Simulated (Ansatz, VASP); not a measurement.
# Ta12F: VASP beside Ansatz

INCAR

```
PREC = Accurate
ENCUT = 520
EDIFF = 1E-6
ISMEAR = 0
SIGMA = 0.1
LREAL = False
LASPH = True
NELM = 200
ALGO = Normal
ISIF = 2
LWAVE = False
LCHARG = True
ISPIN = 2
MAGMOM = 0 0 0 0 0 0 0 0 0 0 0 0 1
LORBIT = 11
LMAXMIX = 4
LDIPOL = True
IDIPOL = 3
DIPOL = 0.5 0.5 0.310
LVHAR = True
LVACPOTAV = True
NBANDS = 86
GGA_COMPAT = False
NELMDL = -8
KPAR = 4
```

KPOINTS

```
Automatic mesh
0
Gamma
  5 5 1
```

Contents of POSCAR:

```
Ta12F
1.0
    5.6341016702      0.0000000000      0.0000000000
   -1.8780338901      5.3118819959      0.0000000000
    0.0000000000      0.0000000000     21.4444204585
Ta F
12 1
Direct
    0.2500000000      0.2500000000      0.1865287060
    0.2500000000      0.7500000000      0.1865287060
    0.7500000000      0.2500000000      0.1865287060
    0.7500000000      0.7500000000      0.1865287060
    0.0000000000      0.0000000000      0.2901575821
    0.0000000000      0.5000000000      0.2901575821
    0.5000000000      0.0000000000      0.2901575821
    0.5000000000      0.5000000000      0.2901575821
    0.2500000000      0.2500000000      0.3937817054
    0.2500000000      0.7500000000      0.3937817054
    0.7500000000      0.2500000000      0.3937817054
    0.7500000000      0.7500000000      0.3937817054
    0.2500000000      0.2500000000      0.5490668531
```

Input for Ansatz:

```yaml
crystal:
  lattice:
    - [5.6341016702, 0.0, 0.0]
    - [-1.8780338901, 5.3118819959, 0.0]
    - [0.0, 0.0, 21.4444204585]
  atoms:
    - { symbol: Ta, position: [0.25, 0.25, 0.186528706] }
    - { symbol: Ta, position: [0.25, 0.75, 0.186528706] }
    - { symbol: Ta, position: [0.75, 0.25, 0.186528706] }
    - { symbol: Ta, position: [0.75, 0.75, 0.186528706] }
    - { symbol: Ta, position: [0.0, 0.0, 0.2901575821] }
    - { symbol: Ta, position: [0.0, 0.5, 0.2901575821] }
    - { symbol: Ta, position: [0.5, 0.0, 0.2901575821] }
    - { symbol: Ta, position: [0.5, 0.5, 0.2901575821] }
    - { symbol: Ta, position: [0.25, 0.25, 0.3937817054] }
    - { symbol: Ta, position: [0.25, 0.75, 0.3937817054] }
    - { symbol: Ta, position: [0.75, 0.25, 0.3937817054] }
    - { symbol: Ta, position: [0.75, 0.75, 0.3937817054] }
    - { symbol: F, position: [0.25, 0.25, 0.5490668531], spin: 1.0 }
basis:
  ecutwfc: 420
kpoints:
  mp_grid: { grid: [5, 5, 1] }
hamiltonian:
  xc: lda
  pseudopotentials: { kind: paw, azcp: { folder: soft_1 } }
scf:
  occupations: { method: gaussian, width: 0.1 }
output:
  forces: true
  eigenvalues: true
  populations: true
magnetization:
  spin_polarized: true
efield:
  axis: 3
  dipole_correction: true
  ramp_width: 0.04
```

Alike in both runs: task single point; functional LDA; k mesh 5 × 5 × 1; occupations gaussian, width 0.1 eV; collinear spin.

|  | VASP | Ansatz |
| --- | --- | --- |
| version | VASP 6.6.1 | Ansatz 0.2.0 |
| potentials or method | VASP PAW LDA potentials, release 64 (Ta_pv, F), cutoff 520 eV | scalar-relativistic, plane waves, PAW |
| valence electrons in the cell | 139 | 163 |

```tsv
	VASP	Ansatz	Ansatz less VASP
gap on the k mesh at the Fermi level (eV)	none	none	-
rms of the force components (eV/Å)	0.379	0.358	-0.0211
net moment per atom (μB)	0.00	0.03	+0.032
size of the moment on the site where the two differ most (μB)	0.00	0.27	+0.273
work function, face that differs most (eV)	8.98	8.91	-0.076
```

Ansatz warns that its potentials were made for another functional, while VASP's fit it. LDA's correlation is that of Perdew and Zunger in VASP and of Perdew and Wang (1992) in Ansatz. Site moments also hang on the region over which each program counts them. Atom by atom the forces differ by 0.028 eV/Å (rms over components). A gap of «none» marks a metal or a gap that the smearing closes. VASP's potentials hold 139 valence electrons a cell and Ansatz's 163, so a difference there can come from the potentials and not from the codes.

Neither program's run includes spin-orbit coupling.
